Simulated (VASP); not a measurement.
Wanted: the native input for a VASP 6.6.1 run.

| Item | Value |
| --- | --- |
| Task | single point |
| Functional | PBEsol |
| Potentials or basis | VASP PAW PBE potentials, release 64 (Al, As) |
| Cutoff | 500 eV |
| k mesh | 6 × 6 × 6 |
| Occupations | gaussian, width 0.1 eV |
| Spin | no spin polarisation |
| Dipole correction | no |
| Further INCAR settings | ALGO = Normal; EDIFF = 1e-06; NBANDS = 11 |

The structure of AlAs lies in POSCAR:

```
AlAs
1.0
    0.0000000000     -2.8304000000     -2.8304000000
    2.8304000000      0.0000000000     -2.8304000000
    2.8304000000     -2.8304000000      0.0000000000
Al As
1 1
Direct
    0.0000000000      0.0000000000      0.0000000000
    0.7500000000      0.7500000000      0.7500000000
```

One way to write it, as run:

INCAR

```
PREC = Accurate ; ENCUT = 500
EDIFF = 1E-6 ; ISMEAR = 0
SIGMA = 0.1 ; LREAL = F
LASPH = T ; NELM = 120
ALGO = Normal ; ISIF = 2
LWAVE = F ; LCHARG = F
GGA = PS ; NBANDS = 11
GGA_COMPAT = F
```

KPOINTS

```
Automatic mesh
0
Gamma
  6 6 6
```

Potentials or basis: VASP PAW PBE potentials, release 64 (Al, As).

The run is started by

```console
$ cat potpaw_PBE.64/Al/POTCAR potpaw_PBE.64/As/POTCAR > POTCAR
$ mpirun -np 1 vasp_std > vasp.out
```

Results of the run:

* Pressure: 0.8 GPa
* Band gap on the k mesh: 1.31 eV, indirect (least direct gap 1.98 eV)

Caveat: the PAW data sets were made with another functional, which shifts forces and pressure a little.

It took 9.2 s on 1 thread of Intel Xeon 8259CL, on a shared host, peak memory 0.16 GiB.
